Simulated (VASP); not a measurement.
# ScAl3 (I4/mmm) in VASP: a series of runs

ScAl3 is run at these levels: PBE; tasks: single point.

Everything below comes from runs of VASP 6.6.1. Logs are shortened: lines on timing, memory, paths and dates and some standing lists are left out, and cuts for length are marked.

**1. The cell of the first run**

It takes space group I4/mmm (No. 139, tetragonal). The conventional cell has a = 4.026 Å, b = 4.026 Å, c = 8.846 Å, α = 90.00°, β = 90.00°, γ = 90.00°. Within 3.8 Å of Sc (site symmetry 4/mmm) lie 12 Al at 2.85 to 2.99 Å. Al (site symmetry -4m2) has 8 Al at 2.85 to 2.99 Å and 4 Sc at 2.99 Å within 3.8 Å. Within 3.8 Å of Al (site symmetry 4/mmm) lie 4 Sc at 2.85 Å and 8 Al at 2.99 Å.

**2. Single point, PBE**

Contents of INCAR:

```
SYSTEM = ScAl3
PREC = Accurate
ENCUT = 520
EDIFF = 1E-6
ISMEAR = 0
SIGMA = 0.1
LREAL = .False.
LASPH = .True.
NELM = 60
ALGO = Normal
ISIF = 2
LWAVE = .False.
LCHARG = .True.
GGA = PE
LELF = .True.
LVHAR = .True.
NBANDS = 18
```

Contents of KPOINTS:

```
Automatic mesh
0
Gamma
  6 6 6
  0 0 0
```

Contents of POSCAR:

```
ScAl3
1.0
   -2.0127949700      2.0127949700      4.4231958400
    2.0127949700     -2.0127949700      4.4231958400
    2.0127949700      2.0127949700     -4.4231958400
Sc Al
1 3
Direct
    0.0000000000      0.0000000000      0.0000000000
    0.7500000000      0.2500000000      0.5000000000
    0.2500000000      0.7500000000      0.5000000000
    0.5000000000      0.5000000000      0.0000000000
```

Potentials or basis: VASP PAW PBE potentials, release 64 (Sc_sv, Al).

Started as:

```
> cat potpaw_PBE.64/Sc_sv/POTCAR potpaw_PBE.64/Al/POTCAR > POTCAR
> mpirun -np 1 vasp_std > vasp.out
```

OUTCAR:

```text
SYSTEM = ScAl3
   PREC = Accurate
   ENCUT = 520
   EDIFF = 1E-6
   ISMEAR = 0
   LREAL = .False.
   LASPH = .True.
   NELM = 60
   ISIF = 2
   GGA = PE

 ion  position               nearest neighbor table
   1  0.000  0.000  0.000-   4 2.85   4 2.85   4 2.85   4 2.85   3 2.99   2 2.99   3 2.99   3 2.99
                             2 2.99   2 2.99   3 2.99   2 2.99
   2  0.750  0.250  0.500-   3 2.85   3 2.85   3 2.85   3 2.85   4 2.99   1 2.99   4 2.99   1 2.99
                             4 2.99   4 2.99   1 2.99   1 2.99
   3  0.250  0.750  0.500-   2 2.85   2 2.85   2 2.85   2 2.85   4 2.99   1 2.99   4 2.99   4 2.99
                             1 2.99   1 2.99   4 2.99   1 2.99
   4  0.500  0.500  0.000-   1 2.85   1 2.85   1 2.85   1 2.85   3 2.99   2 2.99   3 2.99   2 2.99
                             3 2.99   3 2.99   2 2.99   2 2.99

  LATTYP: Found a body centered tetragonal cell.
 ALAT       =     4.0255899400
 C/A-ratio  =     2.1975391960

  Lattice vectors:

 A1 = (  -2.0127949700,   2.0127949700,   4.4231958400)
 A2 = (   2.0127949700,  -2.0127949700,   4.4231958400)
 A3 = (   2.0127949700,   2.0127949700,  -4.4231958400)

Analysis of symmetry for initial positions (statically):
=====================================================================
 Subroutine PRICEL returns:
 Original cell was already a primitive cell.

 Routine SETGRP: Setting up the symmetry group for a
 body centered tetragonal supercell.

 Subroutine GETGRP returns: Found 16 space group operations
 (whereof 16 operations were pure point group operations)
 out of a pool of 16 trial point group operations.

The static configuration has the point symmetry D_4h.

Analysis of symmetry for dynamics (positions and initial velocities):
=====================================================================
 Subroutine PRICEL returns:
 Original cell was already a primitive cell.

 Routine SETGRP: Setting up the symmetry group for a
 body centered tetragonal supercell.

 Subroutine GETGRP returns: Found 16 space group operations
 (whereof 16 operations were pure point group operations)
 out of a pool of 16 trial point group operations.

The dynamic configuration has the point symmetry D_4h.

 Subroutine INISYM returns: Found 16 space group operations
 (whereof 16 operations are pure point group operations),
 and found     1 'primitive' translations

----------------------------------------------------------------------------------------

                                     Primitive cell

  volume of cell :      71.6795

  direct lattice vectors                    reciprocal lattice vectors
    -2.012794970  2.012794970  4.423195840     0.000000000  0.248410796  0.113040439
     2.012794970 -2.012794970  4.423195840     0.248410796  0.000000000  0.113040439
     2.012794970  2.012794970 -4.423195840     0.248410796  0.248410796  0.000000000

  length of vectors
     5.259976105  5.259976105  5.259976105     0.272921352  0.272921352  0.351305916

  position of ions in fractional coordinates (direct lattice)
     0.000000000  0.000000000  0.000000000
     0.750000000  0.250000000  0.500000000
     0.250000000  0.750000000  0.500000000
     0.500000000  0.500000000  0.000000000

  ion indices of the primitive-cell ions
   primitive index   ion index
                 1           1
                 2           2
                 3           3
                 4           4

----------------------------------------------------------------------------------------

 KPOINTS: Automatic mesh

Automatic generation of k-mesh.
 Grid dimensions read from file:
 generate k-points for:    6    6    6

 Generating k-lattice:

  Cartesian coordinates                     Fractional coordinates (reciprocal lattice)
     0.000000000  0.041401799  0.018840073     0.166666667 -0.000000000  0.000000000
     0.041401799  0.000000000  0.018840073    -0.000000000  0.166666667  0.000000000
     0.041401799  0.041401799  0.000000000     0.000000000  0.000000000  0.166666667

  Length of vectors
     0.045486892  0.045486892  0.058550986

  Shift w.r.t. Gamma in fractional coordinates (k-lattice)
     0.000000000  0.000000000  0.000000000

 Subroutine IBZKPT returns following result:
 ===========================================

 Found     30 irreducible k-points:

 Following reciprocal coordinates:
            Coordinates               Weight
  0.000000  0.000000  0.000000      1.000000
  0.166667  0.000000  0.000000      8.000000
  0.333333  0.000000  0.000000      8.000000
  0.500000  0.000000  0.000000      4.000000
  0.166667  0.166667  0.000000      8.000000
  0.333333  0.166667 -0.000000     16.000000
[... 16 lines left out ...]
 -0.333333 -0.333333  0.166667      8.000000
 -0.166667 -0.333333  0.166667      8.000000
 [... further k-points ...]
   k-points           NKPTS =     30   k-points in BZ     NKDIM =     30   number of bands    NBANDS=     18
   number of dos      NEDOS =    301   number of ions     NIONS =      4
   total plane-waves  NPLWV =  64000
   dimension x,y,z NGX =    40 NGY =   40 NGZ =   40
   dimension x,y,z NGXF=    80 NGYF=   80 NGZF=   80
   ions per type =               1   3
   NGX,Y,Z   is equivalent  to a cutoff of  12.64, 12.64, 12.64 a.u.
   NGXF,Y,Z  is equivalent  to a cutoff of  25.28, 25.28, 25.28 a.u.
 SYSTEM =  ScAl3
   PREC   = accura    normal or accurate (medium, high low for compatibility)
   ISTART =      0    job   : 0-new  1-cont  2-samecut
   ICHARG =      2    charge: 1-file 2-atom 10-const
   ISPIN  =      1    spin polarized calculation?
   LNONCOLLINEAR =      F non collinear calculations
   LSORBIT =      F    spin-orbit coupling
   LASPH  =      T    aspherical Exc in radial PAW
   ENCUT  =  520.0 eV  38.22 Ry    6.18 a.u.   9.78  9.78  9.78*2*pi/ulx,y,z
   NELM   =     60;   NELMIN=  2; NELMDL= -5     # of ELM steps
   EDIFF  = 0.1E-05   stopping-criterion for ELM
   LREAL  =      F    real-space projection
[... 7 lines left out ...]
   TEBEG  =    0.0;   TEEND  =   0.0 temperature during run
   PSTRESS=    0.0 pullay stress
   NELECT =      20.0000    total number of electrons
   NUPDOWN=      -1.0000    fix difference up-down
   EMIN   =  10.00;   EMAX   =-10.00  energy-range for DOS
   EFERMI =   0.00;   METHOD = LEGACY
   ISMEAR =     0;   SIGMA  =   0.10  broadening in eV -4-tet -1-fermi 0-gaus
   EFERMI_NEDOS =   21; number of points for ismear=-14 and -15
   IALGO  =     38    algorithm
   IMIX   =      4    mixing-type and parameters
     AMIX     =   0.40;   BMIX     =  1.00
     AMIX_MAG =   1.60;   BMIX_MAG =  1.00
  volume/ion in A,a.u.               =      17.92       120.93
  Fermi-wavevector in a.u.,A,eV,Ry     =   1.069760  2.021554 15.570327  1.144387
  Thomas-Fermi vector in A             =   2.205449
   LORBIT       =      0    0 simple, 1 ext, 2 COOP (PROOUT), +10 PAW based schemes
   GGA     = PE    functional components
   LHFCALC =     F    Hartree Fock is set to
   AEXX    =    0.0000 exact exchange contribution
   IVDW    =     0    specifies the selected vdW correction
   LEPSILON=     F    determine dielectric tensor
   LRPA    =     F    only Hartree local field effects (RPA)
 non-spin polarized calculation
 Gauss-broadening in eV      SIGMA  =   0.10
  energy-cutoff  :      520.00
  volume of cell :       71.68
 maximum number of plane-waves:      1961
   NGX = 19   NGY = 19   NGZ = 19

 number of electron      19.9999999 magnetization

 Free energy of the ion-electron system (eV)
  ---------------------------------------------------
  ext. energy  EPLUGINS =         0.00000000
  ---------------------------------------------------
  free energy    TOTEN  =       -18.95606932 eV

  energy without entropy =      -18.94708131  energy(sigma->0) =      -18.95157531

 E-fermi :   6.4261     XC(G=0): -10.2359

 val. band max:        6.4194518622   @ k =  -0.3333  -0.3333   0.1667
 cond. band min:       6.4694470108   @ k =   0.3333   0.3333   0.0000
 fundamental gap:      0.0499951487
 Fermi energy:         6.4260980925

 k-point     1 :       0.0000    0.0000    0.0000
  band No.  band energies     occupation
      1     -42.4240      2.00000
      2     -21.1228      2.00000
      3     -21.0952      2.00000
      4     -21.0952      2.00000
      5      -2.9196      2.00000
      6       3.9240      2.00000
[... 10 lines left out ...]
     17      10.9253      0.00000
     18      11.0164      0.00000

 k-point     2 :       0.1667    0.0000    0.0000
  band No.  band energies     occupation
      1     -42.4237      2.00000
      2     -21.1225      2.00000
      3     -21.1038      2.00000
      4     -21.0946      2.00000
      5      -2.6030      2.00000
      6       3.1253      2.00000
[... 10 lines left out ...]
     17      11.0092      0.00000
     18      11.5517      0.00000

 k-point     3 :       0.3333    0.0000    0.0000
  band No.  band energies     occupation
      1     -42.4229      2.00000
      2     -21.1225      2.00000
      3     -21.1203      2.00000
      4     -21.0933      2.00000
      5      -1.6825      2.00000
      6       1.5955      2.00000
[... 10 lines left out ...]
     17      11.5089      0.00000
     18      11.9232      0.00000

 k-point     4 :       0.5000    0.0000    0.0000
  band No.  band energies     occupation
      1     -42.4225      2.00000
      2     -21.1297      2.00000
      3     -21.1215      2.00000
      4     -21.0927      2.00000
      5      -0.4087      2.00000
      6      -0.0326      2.00000
[... 375 lines left out ...]
      4     -21.0934      2.00000
      5      -1.1106      2.00000
      6       0.9107      2.00000
[... 10 lines left out ...]
     17      11.0796      0.00000
     18      12.2530      0.00000

 k-point    23 :      -0.3333   -0.3333    0.1667
  band No.  band energies     occupation
      1     -42.4232      2.00000
      2     -21.1245      2.00000
      3     -21.1036      2.00000
      4     -21.1029      2.00000
      5      -1.5930      2.00000
      6       0.9275      2.00000
[... 10 lines left out ...]
     17      12.0550      0.00000
     18      12.1383      0.00000

 k-point    24 :      -0.1667   -0.3333    0.1667
  band No.  band energies     occupation
      1     -42.4236      2.00000
      2     -21.1245      2.00000
      3     -21.1040      2.00000
      4     -21.0948      2.00000
      5      -2.1862      2.00000
      6       1.4800      2.00000
[... 10 lines left out ...]
     17      11.2721      0.00000
     18      11.9249      0.00000

 [... further k-points ...]
[... 5 lines left out ...]
  --------------------------------------------------------------------------------------
  -------------------------------------------------------------------------------------
  Total        0.1319038      0.1319038     -0.8229421      0.0000000     -0.0000000      0.0000000
  in kB        2.9483056      2.9483056    -18.3943567      0.0000000     -0.0000000      0.0000000
  external PRESSURE =      -4.1659152 kB  Pullay stress =       0.0000000 kB

 VOLUME and BASIS-vectors are now :
 -----------------------------------------------------------------------------
  energy-cutoff  :      520.00
  volume of cell :       71.68
      direct lattice vectors                 reciprocal lattice vectors
    -2.012794970  2.012794970  4.423195840     0.000000000  0.248410796  0.113040439
     2.012794970 -2.012794970  4.423195840     0.248410796  0.000000000  0.113040439
     2.012794970  2.012794970 -4.423195840     0.248410796  0.248410796  0.000000000

 POSITION                                       TOTAL-FORCE (eV/Angst)
 -----------------------------------------------------------------------------------
      0.00000      0.00000      0.00000         0.000000     -0.000000      0.000000
      0.00000      2.01279      2.21160        -0.000000      0.000000     -0.000000
      2.01279      0.00000      2.21160         0.000000     -0.000000     -0.000000
      0.00000      0.00000      4.42320         0.000000     -0.000000      0.000000
 -----------------------------------------------------------------------------------
    total drift:                               -0.000000     -0.000000     -0.000000

  FREE ENERGIE OF THE ION-ELECTRON SYSTEM (eV)
  ---------------------------------------------------
  free  energy   TOTEN  =       -18.9560693167 eV

  energy  without entropy=      -18.9470813083  energy(sigma->0) =      -18.95157531
```

Run time: 33 s. Hardware: 1 thread of Intel Xeon 6975P-C (Granite Rapids), shared host; peak memory 0.25 GiB.

What came out:

```
Free energy            : -18.9561 eV
Pressure               : -0.4 GPa
Band gap on the k mesh : zero (band 10 reaches 7.28 eV, above the bottom of band 11 at 5.43 eV)
```

Stress tensor (GPa, compression positive):
```
 0.29  0.00  0.00
 0.00  0.29  0.00
 0.00  0.00 -1.84
```

Caveat: the k points lie up to 0.37 Å⁻¹ apart.

**3. Single point, PBE, collinear spin, ferromagnetic start**

Contents of INCAR:

```
ALGO     = Normal         # electronic algorithm
EDIFF    = 1E-6           # SCF threshold, eV
ENCUT    = 520            # plane-wave cutoff, eV
GGA      = PE             # functional
ISIF     = 2              # what is computed and relaxed
ISMEAR   = 0              # smearing method
ISPIN    = 2              # spin polarisation
LASPH    = True           # aspherical terms in the spheres
LCHARG   = False          # write CHGCAR
LMAXMIX  = 4              # l up to which the mixer works
LORBIT   = 11             # projections on sites
LREAL    = False          # projectors in reciprocal space
LWAVE    = False          # write WAVECAR
MAGMOM   = 1 0 0 0        # initial moments
NBANDS   = 22             # bands
NELM     = 150            # most SCF steps
PREC     = Accurate       # precision mode
SIGMA    = 0.1            # smearing width, eV
```

Contents of KPOINTS:

```
k-points
0
Gamma
  6 6 6
```

POSCAR is that of step 2.

Potentials or basis: VASP PAW PBE potentials, release 64 (Sc_sv, Al).

Started as:

```
> cat potpaw_PBE.64/Sc_sv/POTCAR potpaw_PBE.64/Al/POTCAR > POTCAR
> mpirun -np 1 vasp_std > vasp.out
```

Wall time 75 s (1 thread of Intel Xeon 6975P-C (Granite Rapids), shared host); peak memory 0.31 GiB.

The run converged. Its results:

```
Free energy                                           : -18.9561 eV
Pressure                                              : -0.4 GPa
Band gap on the k mesh                                : zero (filled and empty bands overlap)
Net moment                                            : 0.00 μB per cell
Valence electrons inside the program's atomic spheres : Sc 9.54; Al 0.78, 0.79
```

Stress tensor (GPa, compression positive):
```
 0.30  0.00  0.00
 0.00  0.30  0.00
 0.00  0.00 -1.83
```

Levels at points of the mesh, in eV from the Fermi level:
Spin up:
```csv
k point,band 8,band 9,band 10,band 11,band 12,band 13
"(0.00, 0.00, 0.00)",-0.95,-0.95,-0.83,1.48,1.63,1.63
"(0.50, 0.00, 0.00)",-2.75,-0.65,0.40,1.18,1.89,2.75
"(0.50, 0.50, 0.00)",-3.35,-2.37,-1.84,-0.45,2.57,2.79
"(0.50, 0.50, 0.50)",-0.92,-0.92,0.27,1.53,1.53,1.95
```
Spin down:
```
           k point  band 6  band 7  band 8  band 9  band 10  band 11  band 12  band 13  band 14  band 15
(0.00, 0.00, 0.00)   -2.50   -2.19   -0.95   -0.95    -0.83     1.48     1.63     1.63     1.77     2.36
(0.50, 0.00, 0.00)   -6.46   -3.10   -2.75   -0.65     0.40     1.18     1.89     2.75     2.75     3.41
(0.50, 0.50, 0.00)   -4.83   -4.21   -3.35   -2.37    -1.84    -0.45     2.57     2.79     2.97     3.01
(0.50, 0.50, 0.50)   -6.95   -1.71   -0.92   -0.92     0.27     1.53     1.53     1.95     3.59     4.69
```

Caveat: the k points lie up to 0.37 Å⁻¹ apart.
